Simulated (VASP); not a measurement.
# Zn (P6_3/mmc) in VASP: a series of runs

The runs below take Zn through relaxation of shape and atoms at fixed volume, with PBEsol.

Program: VASP 6.6.1. These are calculated values, not measurements. Logs are shortened: lines on timing, memory, paths and dates and some standing lists are left out, and cuts for length are marked.

### Step 1. The cell of the first run

It takes space group P6_3/mmc (No. 194, hexagonal). Conventional cell: a = 2.586 Å, b = 2.586 Å, c = 4.329 Å, α = 90.00°, β = 90.00°, γ = 120.00°. Zn (site symmetry -6m2) has 12 Zn at 2.59 to 2.63 Å within 3.4 Å.

### Step 2. Relaxation of shape and atoms at fixed volume, PBEsol (12.54 Å³/atom)

Contents of INCAR:

```
ALGO = Fast ; EDIFF = 1E-6
EDIFFG = -0.01 ; ENCUT = 600
GGA = PS ; IBRION = 2
ISIF = 4 ; ISMEAR = 0
LASPH = True ; LCHARG = False
LREAL = False ; LWAVE = False
NELM = 60 ; NSW = 50
PREC = Accurate ; SIGMA = 0.1
```

Contents of KPOINTS:

```
k-points
0
Gamma
  18 18 8
```

Contents of POSCAR:

```
Zn
1.0
    2.5862940634      0.0000000000      0.0000000000
   -1.2931470317      2.2397963606      0.0000000000
    0.0000000000      0.0000000000      4.3289600880
Zn
2
Direct
    0.3333333333      0.6666666667      0.2500000000
    0.6666666667      0.3333333333      0.7500000000
```

Potentials or basis: VASP PAW PBE potentials, release 64 (Zn).

Launch:

```
> cat potpaw_PBE.64/Zn/POTCAR > POTCAR
> mpirun -np 1 vasp_std > vasp.out
```

OUTCAR:

```text
EDIFF = 1E-6
   EDIFFG = -0.01
   ENCUT = 600
   GGA = PS
   IBRION = 2
   ISIF = 4
   ISMEAR = 0
   LASPH = True
   LREAL = False
   NELM = 60
   NSW = 50
   PREC = Accurate

 ion  position               nearest neighbor table
   1  0.333  0.667  0.250-   2 2.63   2 2.63   2 2.63   2 2.63   2 2.63   2 2.63
   2  0.667  0.333  0.750-   1 2.63   1 2.63   1 2.63   1 2.63   1 2.63   1 2.63

  LATTYP: Found a hexagonal cell.
 ALAT       =     2.5862940634
 C/A-ratio  =     1.6738081525

  Lattice vectors:

 A1 = (   2.5862940634,   0.0000000000,   0.0000000000)
 A2 = (  -1.2931470317,   2.2397963606,   0.0000000000)
 A3 = (   0.0000000000,   0.0000000000,   4.3289600880)

Analysis of symmetry for initial positions (statically):
=====================================================================
 Subroutine PRICEL returns:
 Original cell was already a primitive cell.

 Routine SETGRP: Setting up the symmetry group for a
 hexagonal supercell.

 Subroutine GETGRP returns: Found 24 space group operations
 (whereof 12 operations were pure point group operations)
 out of a pool of 24 trial point group operations.

The static configuration has the point symmetry D_3d.
 The point group associated with its full space group is D_6h.

Analysis of symmetry for dynamics (positions and initial velocities):
=====================================================================
 Subroutine PRICEL returns:
 Original cell was already a primitive cell.

 Routine SETGRP: Setting up the symmetry group for a
 hexagonal supercell.

 Subroutine GETGRP returns: Found 24 space group operations
 (whereof 12 operations were pure point group operations)
 out of a pool of 24 trial point group operations.

The dynamic configuration has the point symmetry D_3d.
 The point group associated with its full space group is D_6h.

 Subroutine INISYM returns: Found 24 space group operations
 (whereof 12 operations are pure point group operations),
 and found     1 'primitive' translations

----------------------------------------------------------------------------------------

                                     Primitive cell

  volume of cell :      25.0767

  direct lattice vectors                    reciprocal lattice vectors
     2.586294063  0.000000000  0.000000000     0.386653635  0.223234580  0.000000000
    -1.293147032  2.239796361  0.000000000     0.000000000  0.446469160  0.000000000
     0.000000000  0.000000000  4.328960088     0.000000000  0.000000000  0.231002361

  length of vectors
     2.586294063  2.586294063  4.328960088     0.446469160  0.446469160  0.231002361

  position of ions in fractional coordinates (direct lattice)
     0.333333333  0.666666667  0.250000000
     0.666666667  0.333333333  0.750000000

  ion indices of the primitive-cell ions
   primitive index   ion index
                 1           1
                 2           2

----------------------------------------------------------------------------------------

 KPOINTS: k-points

Automatic generation of k-mesh.
 Grid dimensions read from file:
 generate k-points for:   18   18    8

 Generating k-lattice:

  Cartesian coordinates                     Fractional coordinates (reciprocal lattice)
     0.021480757  0.012401921  0.000000000     0.055555556  0.000000000  0.000000000
     0.000000000  0.024803842  0.000000000     0.000000000  0.055555556  0.000000000
     0.000000000  0.000000000  0.028875295     0.000000000  0.000000000  0.125000000

  Length of vectors
     0.024803842  0.024803842  0.028875295

  Shift w.r.t. Gamma in fractional coordinates (k-lattice)
     0.000000000  0.000000000  0.000000000

 Subroutine IBZKPT returns following result:
 ===========================================

 Found    185 irreducible k-points:

 Following reciprocal coordinates:
            Coordinates               Weight
  0.000000  0.000000  0.000000      1.000000
  0.055556  0.000000  0.000000      6.000000
  0.111111  0.000000  0.000000      6.000000
  0.166667  0.000000  0.000000      6.000000
  0.222222 -0.000000  0.000000      6.000000
  0.277778  0.000000  0.000000      6.000000
[... 16 lines left out ...]
  0.333333  0.111111  0.000000     12.000000
  0.388889  0.111111  0.000000     12.000000
 [... further k-points ...]
   k-points           NKPTS =    185   k-points in BZ     NKDIM =    185   number of bands    NBANDS=     16
   number of dos      NEDOS =    301   number of ions     NIONS =      2
   total plane-waves  NPLWV =  20736
   dimension x,y,z NGX =    24 NGY =   24 NGZ =   36
   dimension x,y,z NGXF=    48 NGYF=   48 NGZF=   72
   ions per type =               2
   NGX,Y,Z   is equivalent  to a cutoff of  15.43, 15.43, 13.83 a.u.
   NGXF,Y,Z  is equivalent  to a cutoff of  30.85, 30.85, 27.65 a.u.
 SYSTEM =  unknown system
   PREC   = accura    normal or accurate (medium, high low for compatibility)
   ISTART =      0    job   : 0-new  1-cont  2-samecut
   ICHARG =      2    charge: 1-file 2-atom 10-const
   ISPIN  =      1    spin polarized calculation?
   LNONCOLLINEAR =      F non collinear calculations
   LSORBIT =      F    spin-orbit coupling
   LASPH  =      T    aspherical Exc in radial PAW
   ENCUT  =  600.0 eV  44.10 Ry    6.64 a.u.   5.17  5.17  8.65*2*pi/ulx,y,z
   NELM   =     60;   NELMIN=  2; NELMDL= -5     # of ELM steps
   EDIFF  = 0.1E-05   stopping-criterion for ELM
   LREAL  =      F    real-space projection
   EDIFFG = -.1E-01   stopping-criterion for IOM
   NSW    =     50    number of steps for IOM
   IBRION =      2    ionic relax: 0-MD 1-quasi-New 2-CG
   NFREE  =      1    steps in history (QN), initial steepest desc. (CG)
   ISIF   =      4    stress and relaxation
   ISYM   =      2    0-nonsym 1-usesym 2-fastsym
   POTIM  = 0.5000    time-step for ionic-motion
   TEBEG  =    0.0;   TEEND  =   0.0 temperature during run
   PSTRESS=    0.0 pullay stress
   NELECT =      24.0000    total number of electrons
   NUPDOWN=      -1.0000    fix difference up-down
   EMIN   =  10.00;   EMAX   =-10.00  energy-range for DOS
   EFERMI =   0.00;   METHOD = LEGACY
   ISMEAR =     0;   SIGMA  =   0.10  broadening in eV -4-tet -1-fermi 0-gaus
   EFERMI_NEDOS =   21; number of points for ismear=-14 and -15
   IALGO  =     68    algorithm
   IMIX   =      4    mixing-type and parameters
     AMIX     =   0.40;   BMIX     =  1.00
     AMIX_MAG =   1.60;   BMIX_MAG =  1.00
  volume/ion in A,a.u.               =      12.54        84.61
  Fermi-wavevector in a.u.,A,eV,Ry     =   1.613325  3.048742 35.413490  2.602818
  Thomas-Fermi vector in A             =   2.708413
   LORBIT       =      0    0 simple, 1 ext, 2 COOP (PROOUT), +10 PAW based schemes
   GGA     = PS    functional components
   LHFCALC =     F    Hartree Fock is set to
   AEXX    =    0.0000 exact exchange contribution
   IVDW    =     0    specifies the selected vdW correction
   LEPSILON=     F    determine dielectric tensor
   LRPA    =     F    only Hartree local field effects (RPA)
 conjugate gradient relaxation of ions
 non-spin polarized calculation
 RMM-DIIS sequential band-by-band and
 Gauss-broadening in eV      SIGMA  =   0.10
  energy-cutoff  :      600.00
  volume of cell :       25.08
 maximum number of plane-waves:       852
 NGX is ok and might be reduce to    24
   NGX = 11   NGY = 11   NGZ = 17

--------------------------------------- Ionic step        1  -------------------------------------------

 number of electron      23.9999988 magnetization

 Free energy of the ion-electron system (eV)
  ---------------------------------------------------
  ext. energy  EPLUGINS =         0.00000000
  ---------------------------------------------------
  free energy    TOTEN  =        -3.04566705 eV

  energy without entropy =       -3.04444111  energy(sigma->0) =       -3.04505408

------------------------ aborting loop because EDIFF is reached ----------------------------------------

  FORCE on cell =-STRESS in cart. coord.  units (eV):
  Direction    XX          YY          ZZ          XY          YZ          ZX
  --------------------------------------------------------------------------------------
  -------------------------------------------------------------------------------------
  Total        2.1425826      2.1425826      2.0243711      0.0000000      0.0000000      0.0000000
  in kB      136.8920241    136.8920241    129.3393566      0.0000000      0.0000000      0.0000000
  external PRESSURE =     134.3744683 kB  Pullay stress =       0.0000000 kB
[... 57 lines left out ...]
  energy  without entropy=       -3.0445573400  energy(sigma->0) =       -3.04520778

--------------------------------------- Ionic step        3  -------------------------------------------

 number of electron      23.9999998 magnetization

 Free energy of the ion-electron system (eV)
  ---------------------------------------------------
  ext. energy  EPLUGINS =         0.00000000
  ---------------------------------------------------
  free energy    TOTEN  =        -3.04601906 eV

  energy without entropy =       -3.04442988  energy(sigma->0) =       -3.04522447

 E-fermi :   4.7078     XC(G=0): -12.7690

 val. band max:        4.6821488736   @ k =   0.0556   0.0556   0.1250
 cond. band min:       4.7102859168   @ k =   0.1667   0.1667   0.0000
 fundamental gap:      0.0281370431
 Fermi energy:         4.7077540274

 k-point     1 :       0.0000    0.0000    0.0000
  band No.  band energies     occupation
      1      -7.6206      2.00000
      2      -4.9318      2.00000
      3      -3.8408      2.00000
      4      -3.7504      2.00000
      5      -3.7504      2.00000
      6      -3.6294      2.00000
[... 8 lines left out ...]
     15      21.9640      0.00000
     16      23.4537      0.00000
[... 420 lines left out ...]
  band No.  band energies     occupation
      1      -4.6195      2.00000
      2      -4.5458      2.00000
      3      -4.4838      2.00000
      4      -3.8034      2.00000
      5      -3.6570      2.00000
      6      -3.5480      2.00000
[... 8 lines left out ...]
     15      11.2746      0.00000
     16      11.9244      0.00000

 [... further k-points ...]

------------------------ aborting loop because EDIFF is reached ----------------------------------------

  FORCE on cell =-STRESS in cart. coord.  units (eV):
  Direction    XX          YY          ZZ          XY          YZ          ZX
  --------------------------------------------------------------------------------------
  -------------------------------------------------------------------------------------
  Total        2.1181876      2.1181876      2.0888330      0.0000000     -0.0000000      0.0000000
  in kB      135.3333964    135.3333964    133.4578991      0.0000000     -0.0000000      0.0000000
  external PRESSURE =     134.7082306 kB  Pullay stress =       0.0000000 kB
[... 17 lines left out ...]
  FREE ENERGIE OF THE ION-ELECTRON SYSTEM (eV)
  ---------------------------------------------------
  free  energy   TOTEN  =        -3.0460190592 eV

  energy  without entropy=       -3.0444298794  energy(sigma->0) =       -3.04522447

 reached required accuracy - stopping structural energy minimisation
```

Wall time 4 min (1 thread of Intel Xeon 8259CL, shared host); peak memory 0.21 GiB.

What came out:

| Property | Result |
| --- | --- |
| Free energy | -3.0460 eV |
| Energy gained by relaxing | 0.2 meV/atom |
| Ionic steps | 3 |
| Pressure after relaxing | 13.5 GPa |
| Band gap on the k mesh | zero (bands 12 and 13 overlap by 2.98 eV) |

The path:
| step | energy change (eV) | largest force (eV/Å) | pressure (GPa) | volume (Å³) |
| --- | --- | --- | --- | --- |
| 1 | 0.0000 | 0.0000 | 13.44 | 25.08 |
| 2 | -0.0002 | 0.0000 | 13.49 | 25.08 |
| 3 | -0.0004 | 0.0000 | 13.47 | 25.08 |

Final structure:
```cif
data_structure
_symmetry_space_group_name_H-M 'P 1'
_symmetry_Int_Tables_number 1
_cell_length_a 2.5948
_cell_length_b 2.5948
_cell_length_c 4.3005
_cell_angle_alpha 90.000
_cell_angle_beta 90.000
_cell_angle_gamma 120.000
_cell_volume 25.08
loop_
_atom_site_label
_atom_site_type_symbol
_atom_site_fract_x
_atom_site_fract_y
_atom_site_fract_z
_atom_site_occupancy
Zn1 Zn 0.33333 0.66667 0.25000 1
Zn2 Zn 0.66667 0.33333 0.75000 1
```

Levels at points of the mesh, in eV from the Fermi level:
```tsv
k point	band 10	band 11	band 12	band 13	band 14	band 15
(0.00, 0.00, 0.00)	-7.64	-7.64	-4.22	-1.56	17.26	17.26
(0.50, 0.00, 0.00)	-7.49	-4.14	-3.10	3.65	3.78	5.90
(0.00, 0.00, 0.50)	-7.79	-7.79	-7.79	7.65	7.65	19.10
(0.50, 0.00, 0.50)	-7.51	-2.96	-2.96	-0.05	-0.05	11.94
```

Caveat: the PAW data sets were made with another functional, which shifts forces and pressure a little.

### Step 3. Relaxation of shape and atoms at fixed volume, PBEsol (12.97 Å³/atom)

This run uses another cell than the first one, of 12.97 Å³/atom.

Contents of INCAR:

```
SYSTEM = Zn
PREC = Accurate
ENCUT = 600
EDIFF = 1E-6
ISMEAR = 0
SIGMA = 0.1
LREAL = .False.
LASPH = .True.
NELM = 60
ALGO = Fast
ISIF = 4
LWAVE = .False.
LCHARG = .False.
GGA = PS
IBRION = 2
NSW = 50
EDIFFG = -0.01
```

Contents of KPOINTS:

```
Automatic mesh
0
Gamma
  18 18 8
  0 0 0
```

Contents of POSCAR:

```
Zn
1.0
    2.5458209444      0.0000000000      0.0000000000
   -1.2729104722      2.2047456113      0.0000000000
    0.0000000000      0.0000000000      4.6200044896
Zn
2
Direct
    0.3333333333      0.6666666667      0.2500000000
    0.6666666667      0.3333333333      0.7500000000
```

Potentials or basis: VASP PAW PBE potentials, release 64 (Zn).

Launch:

```
> cat potpaw_PBE.64/Zn/POTCAR > POTCAR
> mpirun -np 1 vasp_std > vasp.out
```

It took 6.1 min on 1 thread of Intel Xeon 8259CL, shared host; peak memory 0.21 GiB.

Results (log left out):

```yaml
Free_energy: -3.1043 eV
Energy_gained_by_relaxing: 3.8 meV/atom
Ionic_steps: 7
Pressure_after_relaxing: 8.1 GPa
Band_gap_on_the_k_mesh: zero (bands 12 and 13 overlap by 2.98 eV)
```

The path:
| step | energy change (eV) | largest force (eV/Å) | pressure (GPa) | volume (Å³) |
| --- | --- | --- | --- | --- |
| 1 | 0.0000 | 0.0000 | 10.42 | 25.93 |
| 2 | -0.0006 | 0.0000 | 10.23 | 25.93 |
| 3 | -0.0017 | 0.0000 | 9.66 | 25.93 |
| 4 | -0.0066 | 0.0000 | 9.39 | 25.93 |
| 5 | -0.0065 | 0.0000 | 8.50 | 25.93 |
| 6 | -0.0075 | 0.0000 | 8.92 | 25.93 |
| 7 | -0.0077 | 0.0000 | 8.14 | 25.93 |

Final structure:
```
Zn
1.0
     2.62722    0.00000    0.00000
    -1.31361    2.27524    0.00000
     0.00000    0.00000    4.33815
Zn
2
Cartesian
  0.0000 1.5168 1.0845
  1.3136 0.7584 3.2536
```

Levels at points of the mesh, in eV from the Fermi level:
```csv
k point,band 8,band 9,band 10,band 11,band 12,band 13,band 14,band 15,band 16
"(0.00, 0.00, 0.00)",-8.00,-8.00,-7.54,-7.54,-3.99,-1.54,16.77,16.77,19.64
"(0.50, 0.00, 0.00)",-7.46,-7.46,-7.40,-4.01,-3.08,3.63,3.74,5.71,6.23
"(0.00, 0.00, 0.50)",-8.30,-7.69,-7.69,-7.69,-7.69,7.59,7.59,18.57,18.57
"(0.50, 0.00, 0.50)",-7.55,-7.43,-7.43,-2.82,-2.82,-0.12,-0.12,12.57,12.99
```

Caveat: the PAW data sets were made with another functional, which shifts forces and pressure a little.
